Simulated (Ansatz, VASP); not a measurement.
**InAs in VASP and in Ansatz**

```xyz
4
Lattice="0.0000 3.8952 3.8952 3.8952 0.0000 3.8952 3.8952 3.8952 0.0000" Properties=species:S:1:pos:R:3 pbc="T T T"
In    3.8952    3.8952    3.8952
In    5.8428    5.8428    5.8428
As    0.0000    0.0000    0.0000
As    1.9476    1.9476    1.9476
```

Alike in both runs: task single point; functional PBE; k mesh 4 × 4 × 4; occupations gaussian, width 0.1 eV; no spin polarisation.

```csv
,VASP,Ansatz
version,VASP 6.6.1,Ansatz 0.2.0
potentials or method,"VASP PAW PBE potentials, release 64 (In_d, As), cutoff 520 eV","scalar-relativistic, plane waves, PAW"
valence electrons in the cell,36,56
```

```csv
,VASP,Ansatz,Ansatz less VASP
gap on the k mesh at the Fermi level (eV),none,none,-
pressure (GPa),-7.6,-7.6,+0.03
```

A gap of «none» marks a metal or a gap that the smearing closes. VASP's potentials hold 36 valence electrons a cell and Ansatz's 56, so a difference there can come from the potentials and not from the codes.
